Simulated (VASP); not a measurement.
A run of VASP 6.6.1 is set up as follows.

INCAR

```
SYSTEM = H
PREC = Accurate ; ENCUT = 520
EDIFF = 1E-6 ; ISMEAR = 0
SIGMA = 0.02 ; LREAL = .FALSE.
LASPH = .TRUE. ; NELM = 100
ALGO = Normal ; ISIF = 2
LWAVE = .FALSE. ; LCHARG = .TRUE.
GGA = PE ; LELF = .TRUE.
LVHAR = .TRUE. ; NBANDS = 10
```

File KPOINTS:

```
regular mesh
0
G
  6 6 6
  0 0 0
```

Contents of POSCAR:

```
H
1.0
    2.7157514422     -2.5649490751      0.0000000000
    2.7157514422      2.5649490751      0.0000000000
    0.0000000000      0.0000000000      4.4248082838
H
4
Direct
    0.9520458164      0.0479541836      0.0641167107
    0.4520458164      0.5479541836      0.4358832893
    0.5479541836      0.4520458164      0.5641167107
    0.0479541836      0.9520458164      0.9358832893
```

Potentials or basis: VASP PAW PBE potentials, release 64 (H).

Run with:

```console
$ cat potpaw_PBE.64/H/POTCAR > POTCAR
$ mpirun -np 1 vasp_std > vasp.out
```

Question: Predict the band gap on the k mesh.

Answer: 9.32 eV, indirect (least direct gap 9.82 eV).

Question: Predict the largest force.

Answer: 0.017 eV/Å.

Forces on the atoms (eV/Å):
```
H    0.000 -0.011 -0.013
H    0.000 -0.011  0.013
H    0.000  0.011 -0.013
H    0.000  0.011  0.013
```

A k mesh can miss the band edges. A hybrid or GW would open this gap; PBE tends to underestimate it.
